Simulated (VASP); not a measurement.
# Si3Ge (R-3m) in VASP: further runs

Runs on Si3Ge. Level: PBE. Tasks: single point, relaxation of cell and atoms.

Program: VASP 6.6.1. These are calculated values, not measurements. Logs are shortened: lines on timing, memory, paths and dates and some standing lists are left out, and cuts for length are marked.

## (1) The cell of the first run

Symmetry: R-3m, No. 166, trigonal system. The conventional cell has a = 2.841 Å, b = 2.841 Å, c = 27.838 Å, α = 90.00°, β = 90.00°, γ = 120.00°. Si (site symmetry 3m) has 9 Si at 2.84 Å and 3 Ge at 2.84 Å within 3.7 Å. Si (site symmetry -3m) has 12 Si at 2.84 Å within 3.7 Å. Within 3.7 Å of Ge (site symmetry -3m) lie 6 Si at 2.84 Å and 6 Ge at 2.84 Å.

## (2) Single point, PBE

Contents of INCAR:

```
PREC     = Accurate       # precision mode
ENCUT    = 520            # plane-wave cutoff, eV
EDIFF    = 1E-6           # SCF threshold, eV
ISMEAR   = 0              # smearing method
SIGMA    = 0.1            # smearing width, eV
LREAL    = False          # projectors in reciprocal space
LASPH    = True           # aspherical terms in the spheres
NELM     = 100            # most SCF steps
ALGO     = Normal         # electronic algorithm
ISIF     = 2              # what is computed and relaxed
LWAVE    = False          # write WAVECAR
LCHARG   = False          # write CHGCAR
GGA      = PE             # functional
NBANDS   = 21             # bands
```

Contents of KPOINTS:

```
Automatic mesh
0
Gamma
  6 6 6
```

Contents of POSCAR:

```
Si3Ge
1.0
    1.4206109000      0.8201900800      9.2793915200
   -1.4206109000      0.8201900800      9.2793915200
    0.0000000000     -1.6403801700      9.2793915200
Si Ge
3 1
Direct
    0.7500000000      0.7500000000      0.7500000000
    0.2500000000      0.2500000000      0.2500000000
    0.5000000000      0.5000000000      0.5000000000
    0.0000000000      0.0000000000      0.0000000000
```

Potentials or basis: VASP PAW PBE potentials, release 64 (Si, Ge_d).

The run is started by

```
> cat potpaw_PBE.64/Si/POTCAR potpaw_PBE.64/Ge_d/POTCAR > POTCAR
> mpirun -np 1 vasp_std > vasp.out
```

OUTCAR:

```text
PREC = Accurate
   ENCUT = 520
   EDIFF = 1E-6
   ISMEAR = 0
   LREAL = False
   LASPH = True
   NELM = 100
   ISIF = 2
   GGA = PE

 ion  position               nearest neighbor table
   1  0.750  0.750  0.750-   3 2.84   4 2.84   3 2.84   3 2.84   4 2.84   4 2.84
   2  0.250  0.250  0.250-   4 2.84   3 2.84   4 2.84   4 2.84   3 2.84   3 2.84
   3  0.500  0.500  0.500-   2 2.84   1 2.84   2 2.84   2 2.84   1 2.84   1 2.84
   4  0.000  0.000  0.000-   1 2.84   2 2.84   1 2.84   1 2.84   2 2.84   2 2.84

  LATTYP: Found a trigonal (rhomboedric) cell.
 ALAT       =     9.4232666352
 COS(alpha) =     0.9545454545

  Lattice vectors:

 A1 = (   1.4206109000,   0.8201900800,   9.2793915200)
 A2 = (  -1.4206109000,   0.8201900800,   9.2793915200)
 A3 = (   0.0000000000,  -1.6403801700,   9.2793915200)

Analysis of symmetry for initial positions (statically):
=====================================================================
 Subroutine PRICEL returns:
 Original cell was already a primitive cell.

 Routine SETGRP: Setting up the symmetry group for a
 trigonal (rhombohedral) supercell.

 Subroutine GETGRP returns: Found 12 space group operations
 (whereof 12 operations were pure point group operations)
 out of a pool of 12 trial point group operations.

The static configuration has the point symmetry D_3d.

Analysis of symmetry for dynamics (positions and initial velocities):
=====================================================================
 Subroutine PRICEL returns:
 Original cell was already a primitive cell.

 Routine SETGRP: Setting up the symmetry group for a
 trigonal (rhombohedral) supercell.

 Subroutine GETGRP returns: Found 12 space group operations
 (whereof 12 operations were pure point group operations)
 out of a pool of 12 trial point group operations.

The dynamic configuration has the point symmetry D_3d.

 Subroutine INISYM returns: Found 12 space group operations
 (whereof 12 operations are pure point group operations),
 and found     1 'primitive' translations

----------------------------------------------------------------------------------------

                                     Primitive cell

  volume of cell :      64.8725

  direct lattice vectors                    reciprocal lattice vectors
     1.420610900  0.820190080  9.279391520     0.351961258  0.203204928  0.035921896
    -1.420610900  0.820190080  9.279391520    -0.351961258  0.203204928  0.035921896
[... 88 lines left out ...]
   NELM   =    100;   NELMIN=  2; NELMDL= -5     # of ELM steps
   EDIFF  = 0.1E-05   stopping-criterion for ELM
   LREAL  =      F    real-space projection
   EDIFFG = 0.1E-04   stopping-criterion for IOM
   NSW    =      0    number of steps for IOM
   IBRION =     -1    ionic relax: 0-MD 1-quasi-New 2-CG
   NFREE  =      0    steps in history (QN), initial steepest desc. (CG)
   ISIF   =      2    stress and relaxation
   ISYM   =      2    0-nonsym 1-usesym 2-fastsym
   POTIM  = 0.5000    time-step for ionic-motion
   TEBEG  =    0.0;   TEEND  =   0.0 temperature during run
   PSTRESS=    0.0 pullay stress
   NELECT =      26.0000    total number of electrons
   NUPDOWN=      -1.0000    fix difference up-down
   EMIN   =  10.00;   EMAX   =-10.00  energy-range for DOS
   EFERMI =   0.00;   METHOD = LEGACY
   ISMEAR =     0;   SIGMA  =   0.10  broadening in eV -4-tet -1-fermi 0-gaus
   EFERMI_NEDOS =   21; number of points for ismear=-14 and -15
   IALGO  =     38    algorithm
   IMIX   =      4    mixing-type and parameters
     AMIX     =   0.40;   BMIX     =  1.00
     AMIX_MAG =   1.60;   BMIX_MAG =  1.00
  volume/ion in A,a.u.               =      16.22       109.45
  Fermi-wavevector in a.u.,A,eV,Ry     =   1.207014  2.280927 19.822109  1.456884
  Thomas-Fermi vector in A             =   2.342665
   LORBIT       =      0    0 simple, 1 ext, 2 COOP (PROOUT), +10 PAW based schemes
   GGA     = PE    functional components
   LHFCALC =     F    Hartree Fock is set to
   AEXX    =    0.0000 exact exchange contribution
   IVDW    =     0    specifies the selected vdW correction
   LEPSILON=     F    determine dielectric tensor
   LRPA    =     F    only Hartree local field effects (RPA)
 non-spin polarized calculation
 Gauss-broadening in eV      SIGMA  =   0.10
  energy-cutoff  :      520.00
  volume of cell :       64.87
 maximum number of plane-waves:      1766
   NGX = 35   NGY = 35   NGZ = 35

 number of electron      25.9999998 magnetization

 Free energy of the ion-electron system (eV)
  ---------------------------------------------------
  ext. energy  EPLUGINS =         0.00000000
  ---------------------------------------------------
  free energy    TOTEN  =       -18.25596829 eV

  energy without entropy =      -18.23574187  energy(sigma->0) =      -18.24585508

 E-fermi :   8.7184     XC(G=0): -11.0754

 val. band max:        8.6888141987   @ k =   0.5000   0.3333   0.1667
 cond. band min:       8.7384653899   @ k =  -0.1667   0.1667   0.1667
 fundamental gap:      0.0496511912
 Fermi energy:         8.7184420525

 k-point     1 :       0.0000    0.0000    0.0000
  band No.  band energies     occupation
      1     -16.1572      2.00000
      2     -16.1540      2.00000
      3     -16.1540      2.00000
      4     -16.0578      2.00000
      5     -16.0578      2.00000
      6      -5.1409      2.00000
[... 565 lines left out ...]
     20      12.9023      0.00000
     21      14.5307      0.00000

 [... further k-points ...]

------------------------ aborting loop because EDIFF is reached ----------------------------------------

  FORCE on cell =-STRESS in cart. coord.  units (eV):
  Direction    XX          YY          ZZ          XY          YZ          ZX
  --------------------------------------------------------------------------------------
  -------------------------------------------------------------------------------------
  Total       -1.1543453     -1.1543453      0.0693410      0.0000000     -0.0000000      0.0000000
  in kB      -28.5092593    -28.5092591      1.7125386      0.0000000     -0.0000000      0.0000000
  external PRESSURE =     -18.4353266 kB  Pullay stress =       0.0000000 kB

 VOLUME and BASIS-vectors are now :
 -----------------------------------------------------------------------------
  energy-cutoff  :      520.00
  volume of cell :       64.87
      direct lattice vectors                 reciprocal lattice vectors
     1.420610900  0.820190080  9.279391520     0.351961258  0.203204928  0.035921896
    -1.420610900  0.820190080  9.279391520    -0.351961258  0.203204928  0.035921896
     0.000000000 -1.640380170  9.279391520     0.000000000 -0.406409856  0.035921895

 POSITION                                       TOTAL-FORCE (eV/Angst)
 -----------------------------------------------------------------------------------
      0.00000     -0.00000     20.87863         0.000000     -0.000000      0.539181
      0.00000     -0.00000      6.95954         0.000000      0.000000     -0.539181
      0.00000     -0.00000     13.91909        -0.000000      0.000000      0.000000
      0.00000      0.00000      0.00000        -0.000000     -0.000000     -0.000000
 -----------------------------------------------------------------------------------
    total drift:                               -0.000000     -0.000000      0.000000

  FREE ENERGIE OF THE ION-ELECTRON SYSTEM (eV)
  ---------------------------------------------------
  free  energy   TOTEN  =       -18.2559682865 eV

  energy  without entropy=      -18.2357418688  energy(sigma->0) =      -18.24585508
```

stdout:

```text
POSCAR found type information on POSCAR SiGe
 POSCAR found :  2 types and       4 ions
 scaLAPACK will be used
 LDA part: xc-table for (Slater+PW92), standard interpolation
 POSCAR, INCAR and KPOINTS ok, starting setup
 FFT: planning ... GRIDC
 FFT: planning ... GRID_SOFT
 FFT: planning ... GRID
 WAVECAR not read
 entering main loop
```

It took 3.5 min on 1 thread of Intel Xeon 6975P-C (Granite Rapids), shared host; peak memory 0.65 GiB.

Results:

| Quantity | Value |
| --- | --- |
| Free energy | -18.2560 eV |
| Pressure | -1.8 GPa |
| Largest force | 0.539 eV/Å |
| Band gap on the k mesh | zero (bands 13 and 14 overlap by 10.08 eV) |

Forces in eV/Å, atoms in the order of the input:
```
Si   0.000  0.000  0.539
Si   0.000  0.000 -0.539
Si   0.000  0.000  0.000
Ge   0.000  0.000  0.000
```

Levels at points of the mesh, in eV from the Fermi level:
```
           k point  band 11  band 12  band 13  band 14  band 15  band 16
(0.00, 0.00, 0.00)     1.19     1.25     7.60     7.60     8.07     8.07
(0.50, 0.00, 0.00)    -5.26    -2.41    -2.27     0.11     0.27     3.23
(0.50, 0.50, 0.00)    -4.74    -3.06    -3.06     1.17     1.19     2.85
(0.50, 0.50, 0.50)    -3.17     6.09     6.18     7.63     7.63     7.75
```

Caveat: the k points lie up to 0.43 Å⁻¹ apart, too coarse for converged energies and pressures of a metal.

(Part 1 of 2 ends here.)

The gap in the log of VASP goes by the Fermi energy; the results here count the filled bands.